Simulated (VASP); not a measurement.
A run of VASP 6.6.1:

The input INCAR:

```
PREC = Accurate
ENCUT = 520
EDIFF = 1E-6
ISMEAR = 0
SIGMA = 0.05
LREAL = Auto
LASPH = True
NELM = 150
ALGO = Normal
ISIF = 2
LWAVE = False
LCHARG = False
ISPIN = 2
MAGMOM = 0.7 0 0 0 0 0 0 0 0 0 0 0 0 0 0.01 0 0 -0.01 0.01 0
LORBIT = 11
LMAXMIX = 4
GGA = PS
NBANDS = 72
```

The input KPOINTS:

```
regular mesh
0
Gamma
  2 4 4
```

The input POSCAR:

```
TiAl7O12
1.0
    4.7540000000      2.7447232000      8.6600000000
   -2.3770000000      1.3723616000      4.3300000000
    0.0000000000     -2.7447232000      4.3300000000
Ti Al O
1 7 12
Direct
    0.4310895439      0.8537105160      0.8527636424
    0.9264267930      0.8547627793      0.8512993686
    0.3208735526      0.6555021356      0.6482231232
    0.8293177831      0.6421025599      0.6492226273
    0.0708654802      0.1564182977      0.1497272491
    0.5763110345      0.1423139014      0.1448565183
    0.1736654302      0.3590265429      0.3483682482
    0.6782918938      0.3456613498      0.3530068092
    0.0281296827      0.4463916841      0.7484442691
    0.5293032891      0.4241272260      0.7551563771
    0.3747895709      0.0580149191      0.4256730192
    0.8757292654      0.0569838979      0.4456010680
    0.2159051404      0.7598022220      0.0563120279
    0.7223536465      0.7453619700      0.0561197857
    0.4737019287      0.5239427442      0.2809350925
    0.9681514637      0.5614371604      0.2513750974
    0.1232471915      0.9502754149      0.5541532602
    0.6395362994      0.9334958924      0.5396027612
    0.2637401651      0.2792296520      0.9485231222
    0.7785708453      0.2514391343      0.9406365331
```

Potentials or basis: VASP PAW PBE potentials, release 64 (Ti_sv, Al, O).

The run is started by

```console
$ cat potpaw_PBE.64/Ti_sv/POTCAR potpaw_PBE.64/Al/POTCAR potpaw_PBE.64/O/POTCAR > POTCAR
$ mpirun -np 1 vasp_std > vasp.out
```

Hardware: 1 thread of AMD EPYC 9R45 96-Core Processor (Zen 5), on a shared host.

Task: Estimate the wall time of this run.

Result: Wall time 19 min on 1 thread of AMD EPYC 9R45 96-Core Processor (Zen 5), with other jobs on the host, peak memory 0.59 GiB. Counts: scf iterations 26, k points 20.
